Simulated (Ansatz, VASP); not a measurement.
# One calculation of Ni, two programs

The input INCAR:

```
SYSTEM = Ni
PREC = Accurate ; ENCUT = 520
EDIFF = 1E-7 ; ISMEAR = 0
SIGMA = 0.15 ; LREAL = .FALSE.
LASPH = .TRUE. ; NELM = 150
ALGO = Normal ; ISIF = 2
LWAVE = .FALSE. ; LCHARG = .TRUE.
ISPIN = 2 ; MAGMOM = 0.5
LORBIT = 11 ; LMAXMIX = 4
GGA = PS ; LELF = .TRUE.
LVHAR = .TRUE. ; NBANDS = 15
```

KPOINTS

```
Automatic mesh
0
G
  24 24 24
  0 0 0
```

File POSCAR:

```
Ni
1.0
   -1.3837154700      1.3837154700      1.3837154700
    1.3837154700     -1.3837154700      1.3837154700
    1.3837154700      1.3837154700     -1.3837154700
Ni
1
Direct
    0.0000000000      0.0000000000      0.0000000000
```

Input for Ansatz:

```yaml
crystal:
  lattice:
    - [-1.38371547, 1.38371547, 1.38371547]
    - [1.38371547, -1.38371547, 1.38371547]
    - [1.38371547, 1.38371547, -1.38371547]
  atoms:
    - { symbol: Ni, position: [0.0, 0.0, 0.0], spin: 0.5 }
basis:
  ecutwfc: 420
kpoints:
  mp_grid: { grid: [24, 24, 24] }
hamiltonian:
  xc: pbesol
scf:
  occupations: { method: gaussian, width: 0.15 }
output:
  forces: true
  stress: true
  eigenvalues: true
  populations: true
  write_density: true
  write_potential: true
  elf: true
  volumetric_format: npy
magnetization:
  spin_polarized: true
```

Alike in both runs: task single point; functional PBEsol; k mesh 24 × 24 × 24; occupations gaussian, width 0.15 eV; collinear spin.

|  | VASP | Ansatz |
| --- | --- | --- |
| version | VASP 6.6.1 | Ansatz 0.2.0 |
| potentials or method | VASP PAW PBE potentials, release 64 (Ni), cutoff 520 eV | scalar-relativistic, plane waves, PAW |
| valence electrons in the cell | 10 | 18 |

```csv
,VASP,Ansatz,Ansatz less VASP
gap on the k mesh at the Fermi level (eV),none,none,-
pressure (GPa),-2.8,-2.7,+0.05
net moment per atom (μB),0.52,0.53,+0.008
size of the moment on the site where the two differ most (μB),0.53,0.55,+0.029
```

VASP's potentials were made for PBE, not for PBEsol. Site moments also hang on the region over which each program counts them. A gap of «none» marks a metal or a gap that the smearing closes. VASP's potentials hold 10 valence electrons a cell and Ansatz's 18, so a difference there can come from the potentials and not from the codes.
